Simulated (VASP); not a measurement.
The system is Ge.

```
Ge
1.0
     0.00000    2.12674    2.12674
     2.12674    0.00000    2.12674
     2.12674    2.12674    0.00000
Ge
1
Cartesian
  0.0000 0.0000 0.0000
```

| Quantity | Value |
| --- | --- |
| Program | VASP 6.6.1 |
| Task | relaxation of cell and atoms |
| Functional | PBEsol |
| Potentials or basis | VASP PAW PBE potentials, release 64 (Ge_d) |
| Cutoff | 600 eV |
| k mesh | 13 × 13 × 13 |
| Occupations | fermi-dirac, width 0.1 eV |
| Spin | no spin polarisation |

At the start: pressure -2.4 GPa; volume 19.24 Å³/atom.

Q: How do energy, volume and symmetry change on relaxing?

A: Over 4 steps the energy falls by 5.5 meV/atom and the volume is 18.55 Å³/atom (-3.6 %); space group Fm-3m (No. 225, to 0.05 Å).

The path:
```csv
step,energy change (eV),largest force (eV/Å),pressure (GPa),volume (Å³)
1,0.0000,0.0000,-2.43,19.24
2,-0.0054,0.0000,0.29,18.44
3,-0.0055,0.0000,0.11,18.52
4,-0.0055,0.0000,-0.04,18.55
```

Final structure:
```
Ge
1.0
     0.00000    2.10107    2.10107
     2.10107    0.00000    2.10107
     2.10107    2.10107    0.00000
Ge
1
Direct
  0.00000 0.00000 0.00000
```

Caveat: the PAW data sets were made with another functional, which shifts forces and pressure a little.
